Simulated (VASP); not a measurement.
Wanted: the native input for a VASP 6.6.1 run.

| Item | Value |
| --- | --- |
| Task | relaxation of cell and atoms |
| Functional | PBE |
| Dispersion | D3(BJ) |
| Potentials or basis | VASP PAW PBE potentials, release 64 (As, Ca_sv, P) |
| Cutoff | 600 eV |
| k mesh | 5 × 5 × 5 |
| Occupations | fermi-dirac, width 0.05 eV |
| Spin | no spin polarisation |
| Dipole correction | no |
| Further INCAR settings | ALGO = Normal; EDIFF = 1e-07; IBRION = 2; EDIFFG = -0.01; NSW = 60; ISIF = 3 |

The structure of Ca3AsP lies in POSCAR:

```
Ca3AsP
1.0
    5.3338990000      0.0000000000      0.0000000000
    0.0000000000      5.3338990000      0.0000000000
    0.0000000000      0.0000000000      5.3338990000
As Ca P
1 3 1
Direct
    0.0000000000      0.0000000000      0.0000000000
    0.5000000000      0.5000000000      0.0000000000
    0.5000000000      0.0000000000      0.5000000000
    0.0000000000      0.5000000000      0.5000000000
    0.5000000000      0.5000000000      0.5000000000
```

The input as run:

INCAR

```
PREC = Accurate
ENCUT = 600
EDIFF = 1E-7
ISMEAR = -1
SIGMA = 0.05
LREAL = False
LASPH = True
NELM = 80
ALGO = Normal
ISIF = 3
LWAVE = False
LCHARG = False
GGA = PE
IVDW = 12
IBRION = 2
NSW = 60
EDIFFG = -0.01
```

KPOINTS

```
regular mesh
0
Gamma
  5 5 5
```

Potentials or basis: VASP PAW PBE potentials, release 64 (As, Ca_sv, P).

Run with:

```sh
$ cat potpaw_PBE.64/As/POTCAR potpaw_PBE.64/Ca_sv/POTCAR potpaw_PBE.64/P/POTCAR > POTCAR
$ mpirun -np 1 vasp_std > vasp.out
```

Results of the run:

- Relaxed volume: 29.19 Å³/atom
- Relaxed cell: a = 5.265 Å, b = 5.265 Å, c = 5.265 Å, α = 90.00°, β = 90.00°, γ = 90.00°
- Space group after relaxing (to 0.1 Å): Pm-3m (No. 221)
- Energy gained by relaxing: 5.6 meV/atom
- Ionic steps: 3
- Pressure after relaxing: 0.0 GPa
- Band gap on the k mesh: 0.27 eV
- Dispersion energy per atom: -0.301 eV

Wall time 2.3 min on 1 thread of Intel(R) Xeon(R) Platinum 8488C (Sapphire Rapids) (shared host), peak memory 0.36 GiB.
